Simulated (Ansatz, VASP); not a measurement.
One calculation of BaHfO3, two programs

```
CELL_PARAMETERS angstrom
4.26060 0.00000 0.00000
0.00000 4.26060 0.00000
0.00000 0.00000 4.26060
ATOMIC_POSITIONS crystal
Ba 0.00000 0.00000 0.00000
Hf 0.50000 0.50000 0.50000
O 0.50000 0.50000 0.00000
O 0.50000 0.00000 0.50000
O 0.00000 0.50000 0.50000
```

Change from the starting cell: hydrostatic strain +2.0%.

Alike in both runs: task single point; functional r2SCAN; k mesh 6 × 6 × 6; no spin polarisation.

```csv
,VASP,Ansatz
version,VASP 6.6.1,Ansatz 0.2.0
potentials or method,"VASP PAW PBE potentials, release 64 (Ba_sv, Hf_pv, O)","plane waves, PAW"
plane-wave cutoff (eV),520,500
occupations,"gaussian, width 0.01 eV",fixed
valence electrons in the cell,38,54
```

VASP gave:

- gap on the k mesh at the Fermi level (eV): 3.97
- pressure (GPa): -9.7

Task: Estimate Ansatz's values.

Result: gap on the k mesh at the Fermi level (eV): 4.05; pressure (GPa): -8.9.

VASP's potentials were made for PBE, not for r2SCAN. VASP's potentials hold 38 valence electrons a cell and Ansatz's 54, so a difference there can come from the potentials and not from the codes.

Spin-orbit coupling is off throughout.
